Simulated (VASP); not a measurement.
# SnSe (P1) in VASP: single point with r2SCAN

Aim: the single point of SnSe with r2SCAN.

Program: VASP 6.6.1. These are calculated values, not measurements. Logs are shortened: lines on timing, memory, paths and dates and some standing lists are left out, and cuts for length are marked.

## 1. The cell of the first run

The typed cell holds 16 atoms: a = 8.445 Å, b = 8.445 Å, c = 8.445 Å, α = 60.00°, β = 60.00°, γ = 60.00°.

## 2. Single point, r2SCAN

POSCAR

```
SnSe
1.0
    0.0000000000      5.9712370000      5.9712370000
    5.9712370000      0.0000000000      5.9712370000
    5.9712370000      5.9712370000      0.0000000000
Sn Se
8 8
Direct
   -0.0036722709     -0.0015933047      0.0011722864
    0.0010146976     -0.0000149048      0.5017759302
    0.0024762038      0.4991577122     -0.0005281988
   -0.0024634762      0.5026412450      0.5004403610
    0.4997718228     -0.0005426011     -0.0006238238
    0.4988425346      0.0042416672      0.4999195309
    0.4978090804      0.5000024283     -0.0006717201
    0.5047117540      0.4992299753      0.4965132853
    0.2436203755      0.2500929037      0.2501017796
    0.2516311947      0.2466456280      0.7525192016
    0.2512522950      0.7513528604      0.2512105951
    0.2476815105      0.7506469765      0.7517206234
    0.7490663995      0.2497792333      0.2547944421
    0.7490319008      0.2477185213      0.7473510095
    0.7511132116      0.7493107375      0.2457808993
    0.7538032739      0.7507988713      0.7461067112
```

INCAR.step1

```
PREC = Accurate ; ENCUT = 520
ISMEAR = -1 ; SIGMA = 0.02
LREAL = Auto ; LASPH = True
NELM = 80 ; NBANDS = 94
GGA = PE ; ALGO = Normal
EDIFF = 1E-4 ; LWAVE = True
LCHARG = False
```

INCAR.step2

```
PREC = Accurate ; ENCUT = 520
EDIFF = 1E-6 ; ISMEAR = -1
SIGMA = 0.02 ; LREAL = Auto
LASPH = True ; NELM = 80
ALGO = Normal ; ISIF = 2
LWAVE = False ; LCHARG = False
METAGGA = R2SCAN ; LMIXTAU = True
NBANDS = 94 ; ISTART = 1
```

KPOINTS

```
regular mesh
0
Gamma
  2 2 2
```

Potentials or basis: VASP PAW PBE potentials, release 64 (Sn_d, Se).

The run is started by

```
> cat potpaw_PBE.64/Sn_d/POTCAR potpaw_PBE.64/Se/POTCAR > POTCAR
> cp INCAR.step1 INCAR
> mpirun -np 1 vasp_std > vasp.out
> cp INCAR.step2 INCAR
> mpirun -np 1 vasp_std > vasp.out
```

OUTCAR:

```text
PREC = Accurate
   ENCUT = 520
   EDIFF = 1E-6
   ISMEAR = -1
   LREAL = Auto
   LASPH = True
   NELM = 80
   ISIF = 2
   METAGGA = R2SCAN
   ISTART = 1

 ion  position               nearest neighbor table
   1  0.996  0.998  0.001-  15 2.95  12 2.97  14 2.99  10 3.01  11 3.02  13 3.02
   2  0.001  1.000  0.502-   9 2.94  14 2.95  16 2.96  12 2.97  13 2.98  11 2.98
   3  0.002  0.499  0.999-   9 2.94  15 2.96  12 2.97  10 2.98  16 3.00  13 3.00
   4  0.998  0.503  0.500-  16 2.95  15 2.99  11 3.00   9 3.00  14 3.01  10 3.02
   5  0.500  0.999  0.999-  10 2.96  11 2.97  14 2.97  15 2.97   9 2.99  16 3.00
   6  0.499  0.004  0.500-  10 2.96  13 2.96  16 2.99  12 3.01   9 3.02  15 3.04
[... 8 lines left out ...]
  15  0.751  0.749  0.246-   1 2.95   3 2.96   8 2.96   5 2.97   4 2.99   6 3.04
  16  0.754  0.751  0.746-   4 2.95   2 2.96   6 2.99   5 3.00   3 3.00   7 3.03

  LATTYP: Found a face centered cubic cell.
 ALAT       =    11.9424740000

  Lattice vectors:

 A1 = (   0.0000000000,   5.9712370000,   5.9712370000)
 A2 = (   5.9712370000,   0.0000000000,   5.9712370000)
 A3 = (   5.9712370000,   5.9712370000,   0.0000000000)

Analysis of symmetry for initial positions (statically):
=====================================================================
 Subroutine PRICEL returns:
 Original cell was already a primitive cell.

 Routine SETGRP: Setting up the symmetry group for a
 face centered cubic supercell.

 Subroutine GETGRP returns: Found  1 space group operations
 (whereof  1 operations were pure point group operations)
 out of a pool of 48 trial point group operations.

The static configuration has the point symmetry C_1 .

Analysis of symmetry for dynamics (positions and initial velocities):
=====================================================================
 Subroutine PRICEL returns:
 Original cell was already a primitive cell.

 Routine SETGRP: Setting up the symmetry group for a
 face centered cubic supercell.

 Subroutine GETGRP returns: Found  1 space group operations
 (whereof  1 operations were pure point group operations)
 out of a pool of 48 trial point group operations.

The dynamic configuration has the point symmetry C_1 .

 Subroutine INISYM returns: Found  1 space group operations
 (whereof  1 operations are pure point group operations),
 and found     1 'primitive' translations

----------------------------------------------------------------------------------------

                                     Primitive cell

  volume of cell :     425.8169

  direct lattice vectors                    reciprocal lattice vectors
     0.000000000  5.971237000  5.971237000    -0.083734744  0.083734744  0.083734744
     5.971237000  0.000000000  5.971237000     0.083734744 -0.083734744  0.083734744
     5.971237000  5.971237000  0.000000000     0.083734744  0.083734744 -0.083734744

  length of vectors
     8.444604350  8.444604350  8.444604350     0.145032831  0.145032831  0.145032831

  position of ions in fractional coordinates (direct lattice)
     0.996327729  0.998406695  0.001172286
     0.001014698  0.999985095  0.501775930
     0.002476204  0.499157712  0.999471801
     0.997536524  0.502641245  0.500440361
     0.499771823  0.999457399  0.999376176
     0.498842535  0.004241667  0.499919531
[... 8 lines left out ...]
     0.751113212  0.749310737  0.245780899
     0.753803274  0.750798871  0.746106711

  ion indices of the primitive-cell ions
   primitive index   ion index
                 1           1
                 2           2
                 3           3
                 4           4
                 5           5
                 6           6
[... 8 lines left out ...]
                15          15
                16          16

----------------------------------------------------------------------------------------

 KPOINTS: regular mesh

Automatic generation of k-mesh.
 Grid dimensions read from file:
 generate k-points for:    2    2    2

 Generating k-lattice:

  Cartesian coordinates                     Fractional coordinates (reciprocal lattice)
    -0.041867372  0.041867372  0.041867372     0.500000000  0.000000000  0.000000000
     0.041867372 -0.041867372  0.041867372     0.000000000  0.500000000  0.000000000
     0.041867372  0.041867372 -0.041867372     0.000000000  0.000000000  0.500000000

  Length of vectors
     0.072516415  0.072516415  0.072516415

  Shift w.r.t. Gamma in fractional coordinates (k-lattice)
     0.000000000  0.000000000  0.000000000

 Subroutine IBZKPT returns following result:
 ===========================================

 Found      8 irreducible k-points:

 Following reciprocal coordinates:
            Coordinates               Weight
  0.000000  0.000000  0.000000      1.000000
  0.500000  0.000000  0.000000      1.000000
  0.000000  0.500000  0.000000      1.000000
  0.000000  0.000000  0.500000      1.000000
  0.500000  0.500000  0.500000      1.000000
  0.500000  0.500000  0.000000      1.000000
  0.000000  0.500000  0.500000      1.000000
  0.500000  0.000000  0.500000      1.000000
   k-points           NKPTS =      8   k-points in BZ     NKDIM =      8   number of bands    NBANDS=     94
   number of dos      NEDOS =    301   number of ions     NIONS =     16
   total plane-waves  NPLWV = 262144
   dimension x,y,z NGX =    64 NGY =   64 NGZ =   64
   dimension x,y,z NGXF=   128 NGYF=  128 NGZF=  128
   ions per type =               8   8
   NGX,Y,Z   is equivalent  to a cutoff of  12.60, 12.60, 12.60 a.u.
   NGXF,Y,Z  is equivalent  to a cutoff of  25.20, 25.20, 25.20 a.u.
 SYSTEM =  unknown system
   PREC   = accura    normal or accurate (medium, high low for compatibility)
   ISTART =      1    job   : 0-new  1-cont  2-samecut
   ICHARG =      0    charge: 1-file 2-atom 10-const
   ISPIN  =      1    spin polarized calculation?
   LNONCOLLINEAR =      F non collinear calculations
   LSORBIT =      F    spin-orbit coupling
   LASPH  =      T    aspherical Exc in radial PAW
   ENCUT  =  520.0 eV  38.22 Ry    6.18 a.u.  15.70 15.70 15.70*2*pi/ulx,y,z
   NELM   =     80;   NELMIN=  2; NELMDL=  0     # of ELM steps
   EDIFF  = 0.1E-05   stopping-criterion for ELM
   LREAL  =      T    real-space projection
   EDIFFG = 0.1E-04   stopping-criterion for IOM
   NSW    =      0    number of steps for IOM
   IBRION =     -1    ionic relax: 0-MD 1-quasi-New 2-CG
   NFREE  =      0    steps in history (QN), initial steepest desc. (CG)
   ISIF   =      2    stress and relaxation
   ISYM   =      2    0-nonsym 1-usesym 2-fastsym
   POTIM  = 0.5000    time-step for ionic-motion
   TEBEG  =    0.0;   TEEND  =   0.0 temperature during run
   PSTRESS=    0.0 pullay stress
   NELECT =     160.0000    total number of electrons
   NUPDOWN=      -1.0000    fix difference up-down
   EMIN   =  10.00;   EMAX   =-10.00  energy-range for DOS
   EFERMI =   0.00;   METHOD = LEGACY
   ISMEAR =    -1;   SIGMA  =   0.02  broadening in eV -4-tet -1-fermi 0-gaus
   EFERMI_NEDOS =   21; number of points for ismear=-14 and -15
   IALGO  =     38    algorithm
   IMIX   =      4    mixing-type and parameters
     AMIX     =   0.40;   BMIX     =  1.00
     AMIX_MAG =   1.60;   BMIX_MAG =  1.00
  volume/ion in A,a.u.               =      26.61       179.60
  Fermi-wavevector in a.u.,A,eV,Ry     =   1.181337  2.232403 18.987711  1.395557
  Thomas-Fermi vector in A             =   2.317612
   LORBIT       =      0    0 simple, 1 ext, 2 COOP (PROOUT), +10 PAW based schemes
   METAGGA = R2SCAN    functional components
   LHFCALC =     F    Hartree Fock is set to
   AEXX    =    0.0000 exact exchange contribution
   IVDW    =     0    specifies the selected vdW correction
   LEPSILON=     F    determine dielectric tensor
   LRPA    =     F    only Hartree local field effects (RPA)
 non-spin polarized calculation
  energy-cutoff  :      520.00
  volume of cell :      425.82
 maximum number of plane-waves:     11575
 NGX is ok and might be reduce to    64
   NGX = 31   NGY = 31   NGZ = 31

 number of electron     160.0000015 magnetization

 Free energy of the ion-electron system (eV)
  ---------------------------------------------------
  ext. energy  EPLUGINS =         0.00000000
  ---------------------------------------------------
  free energy    TOTEN  =      -319.29443462 eV

  energy without entropy =     -319.29443417  energy(sigma->0) =     -319.29443439

 E-fermi :   6.2207     XC(G=0): -10.3389

 val. band max:        5.9418277933   @ k =   0.0000   0.0000   0.0000
 cond. band min:       6.4970798933   @ k =   0.0000   0.0000   0.0000
 fundamental gap:      0.5552520999
 Fermi energy:         6.2206811837

 k-point     1 :       0.0000    0.0000    0.0000
  band No.  band energies     occupation
      1     -16.6499      2.00000
      2     -16.6494      2.00000
      3     -16.6458      2.00000
      4     -16.6256      2.00000
      5     -16.6244      2.00000
      6     -16.6236      2.00000
[... 84 lines left out ...]
     91       7.0850      0.00000
     92       7.0877      0.00000

 k-point     2 :       0.5000    0.0000    0.0000
  band No.  band energies     occupation
      1     -16.6413      2.00000
      2     -16.6401      2.00000
      3     -16.6330      2.00000
      4     -16.6311      2.00000
      5     -16.6301      2.00000
      6     -16.6254      2.00000
[... 84 lines left out ...]
     91       8.7663      0.00000
     92       8.7966      0.00000

 k-point     3 :       0.0000    0.5000    0.0000
  band No.  band energies     occupation
      1     -16.6415      2.00000
      2     -16.6402      2.00000
      3     -16.6329      2.00000
      4     -16.6305      2.00000
      5     -16.6301      2.00000
      6     -16.6252      2.00000
[... 84 lines left out ...]
     91       8.7599      0.00000
     92       8.7749      0.00000

 k-point     4 :       0.0000    0.0000    0.5000
  band No.  band energies     occupation
      1     -16.6407      2.00000
      2     -16.6397      2.00000
      3     -16.6343      2.00000
      4     -16.6320      2.00000
      5     -16.6285      2.00000
      6     -16.6273      2.00000
[... 84 lines left out ...]
     91       8.7742      0.00000
     92       8.7838      0.00000

 k-point     5 :       0.5000    0.5000    0.5000
  band No.  band energies     occupation
      1     -16.6428      2.00000
      2     -16.6422      2.00000
      3     -16.6364      2.00000
      4     -16.6236      2.00000
      5     -16.6223      2.00000
      6     -16.6219      2.00000
[... 84 lines left out ...]
     91       8.7696      0.00000
     92       8.7854      0.00000

 k-point     6 :       0.5000    0.5000    0.0000
  band No.  band energies     occupation
      1     -16.6411      2.00000
      2     -16.6371      2.00000
      3     -16.6358      2.00000
      4     -16.6287      2.00000
      5     -16.6236      2.00000
      6     -16.6225      2.00000
[... 84 lines left out ...]
     91       8.0776      0.00000
     92       8.0993      0.00000

 k-point     7 :       0.0000    0.5000    0.5000
  band No.  band energies     occupation
      1     -16.6416      2.00000
      2     -16.6372      2.00000
      3     -16.6348      2.00000
      4     -16.6277      2.00000
      5     -16.6253      2.00000
      6     -16.6214      2.00000
[... 84 lines left out ...]
     91       8.0314      0.00000
     92       8.1547      0.00000

 k-point     8 :       0.5000    0.0000    0.5000
  band No.  band energies     occupation
      1     -16.6417      2.00000
      2     -16.6375      2.00000
      3     -16.6344      2.00000
      4     -16.6269      2.00000
      5     -16.6262      2.00000
      6     -16.6218      2.00000
[... 84 lines left out ...]
     91       8.0348      0.00000
     92       8.1429      0.00000
 [bands above 92 left out]

------------------------ aborting loop because EDIFF is reached ----------------------------------------

  FORCE on cell =-STRESS in cart. coord.  units (eV):
  Direction    XX          YY          ZZ          XY          YZ          ZX
  --------------------------------------------------------------------------------------
  -------------------------------------------------------------------------------------
  Total       -0.4941886     -0.4743527     -0.5004846      0.0061014      0.0210207      0.0002436
  in kB       -1.8594325     -1.7847977     -1.8831215      0.0229571      0.0790926      0.0009165
  external PRESSURE =      -1.8424506 kB  Pullay stress =       0.0000000 kB

 VOLUME and BASIS-vectors are now :
 -----------------------------------------------------------------------------
  energy-cutoff  :      520.00
  volume of cell :      425.82
      direct lattice vectors                 reciprocal lattice vectors
     0.000000000  5.971237000  5.971237000    -0.083734744  0.083734744  0.083734744
     5.971237000  0.000000000  5.971237000     0.083734744 -0.083734744  0.083734744
     5.971237000  5.971237000  0.000000000     0.083734744  0.083734744 -0.083734744

 POSITION                                       TOTAL-FORCE (eV/Angst)
 -----------------------------------------------------------------------------------
      5.96872      5.95631     11.91103        -0.009718      0.064689      0.100949
      8.96737      3.00228      5.97721        -0.041821     -0.049457     -0.027975
      8.94867      5.98287      2.99537         0.007164     -0.040181     -0.002715
      5.98964      8.94477      8.95792        -0.040979      0.024781      0.028924
     11.93551      8.95177      8.95225         0.012641     -0.031904     -0.008979
      3.01047      5.96384      3.00403        -0.002927      0.037498     -0.016408
[... 8 lines left out ...]
      5.94193      5.95269      8.95939         0.068488      0.116899     -0.022587
      8.93838      8.95632      8.98434         0.068359     -0.086084     -0.176653
 -----------------------------------------------------------------------------------
    total drift:                                0.013359      0.015846     -0.005146

  FREE ENERGIE OF THE ION-ELECTRON SYSTEM (eV)
  ---------------------------------------------------
  free  energy   TOTEN  =      -319.2944346173 eV

  energy  without entropy=     -319.2944341688  energy(sigma->0) =     -319.29443439
```

It took 16 min on 1 thread of Intel Xeon 6975P-C (Granite Rapids), shared host; peak memory 0.72 GiB.

What came out:

| Item | Value |
| --- | --- |
| Free energy | -319.2944 eV |
| Pressure | -0.2 GPa |
| Largest force | 0.219 eV/Å |
| Band gap on the k mesh | 0.56 eV |

Forces on the atoms (eV/Å):
```
Sn  -0.010  0.065  0.101
Sn  -0.042 -0.049 -0.028
Sn   0.007 -0.040 -0.003
Sn  -0.041  0.025  0.029
Sn   0.013 -0.032 -0.009
Sn  -0.003  0.037 -0.016
Sn   0.058  0.025  0.039
Sn   0.039 -0.038 -0.073
Se   0.001  0.114  0.186
Se  -0.067 -0.109  0.020
Se  -0.149 -0.105 -0.113
Se   0.009  0.089  0.020
Se  -0.070 -0.087 -0.021
Se   0.118  0.073  0.069
Se   0.068  0.117 -0.023
Se   0.068 -0.086 -0.177
```

Caveat: the k points lie up to 0.46 Å⁻¹ apart; the atoms stand as in a frame of molecular dynamics; the PAW data sets were made with another functional, which shifts forces and pressure a little; spin-orbit coupling is left out, which moves the levels of the heavy elements.
